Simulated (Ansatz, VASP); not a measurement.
Two plane-wave programs on Ge

INCAR

```
  ALGO = Normal
  EDIFF = 1E-6
  ENCUT = 520
  GGA = RP
  ISIF = 2
  ISMEAR = -1
  LASPH = True
  LCHARG = False
  LREAL = False
  LWAVE = False
  NBANDS = 21
  NELM = 80
  PREC = Accurate
  SIGMA = 0.1
```

KPOINTS

```
k-points
0
Gamma
  19 19 11
```

The input POSCAR:

```
Ge
1.0
    3.0925291706      0.0000000000      0.0000000000
   -1.5462645853      2.6782088237      0.0000000000
    0.0000000000      0.0000000000      4.7914482404
Ge
2
Direct
    0.3333333333      0.6666666667      0.2500000000
    0.6666666667      0.3333333333      0.7500000000
```

Input for Ansatz:

```yaml
crystal:
  lattice:
    - [3.0925291706, 0.0, 0.0]
    - [-1.5462645853, 2.6782088237, 0.0]
    - [0.0, 0.0, 4.7914482404]
  atoms:
    - { symbol: Ge, position: [0.3333333333, 0.6666666667, 0.25] }
    - { symbol: Ge, position: [0.6666666667, 0.3333333333, 0.75] }
hamiltonian:
  xc: rpbe
  pseudopotentials:
    kind: paw
    azcp:
      Ge: "pseudopotentials/Ge.paw.azcp"
basis:
  ecutwfc: 420
  fft_grid_basis: typed
kpoints:
  mp_grid: { grid: [19, 19, 11], shift: [0, 0, 0] }
magnetization:
  spin_polarized: false
scf:
  occupations: { method: fermi_dirac, width: 0.1 }
output:
  stress: true
```

Alike in both runs: task single point; functional RPBE; k mesh 19 × 19 × 11; occupations fermi-dirac, width 0.1 eV; no spin polarisation.

|  | VASP | Ansatz |
| --- | --- | --- |
| version | VASP 6.6.1 | Ansatz 0.2.0 |
| potentials or method | VASP PAW PBE potentials, release 64 (Ge_d), cutoff 520 eV | plane waves (420 eV) with PAW, scalar-relativistic |
| valence electrons in the cell | 28 | 28 |

|  | VASP | Ansatz | Ansatz less VASP |
| --- | --- | --- | --- |
| pressure (GPa) | 0.1 | 0.2 | +0.03 |
| traceless stress, the component that is largest in VASP (GPa) | 1.79 | 1.79 | +0.003 |

VASP's potentials were made for PBE, not for RPBE.
